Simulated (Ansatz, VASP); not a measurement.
# Ca: VASP beside Ansatz

```
CELL_PARAMETERS angstrom
-2.24000 2.24000 2.24000
2.24000 -2.24000 2.24000
2.24000 2.24000 -2.24000
ATOMIC_POSITIONS crystal
Ca 0.00000 0.00000 0.00000
```

Alike in both runs: task single point; functional r2SCAN; k mesh 6 × 6 × 6; occupations gaussian, width 0.1 eV; no spin polarisation.

|  | VASP | Ansatz |
| --- | --- | --- |
| version | VASP 6.6.1 | Ansatz 0.2.0 |
| potentials or method | VASP PAW PBE potentials, release 64 (Ca_sv), cutoff 550 eV | scalar-relativistic, plane waves, PAW |
| valence electrons in the cell | 10 | 10 |

```tsv
	VASP	Ansatz	Ansatz less VASP
gap on the k mesh at the Fermi level (eV)	none	none	-
pressure (GPa)	-0.5	-0.6	-0.04
```

VASP's potentials were made for PBE, not for r2SCAN. A gap of «none» marks a metal or a gap that the smearing closes.
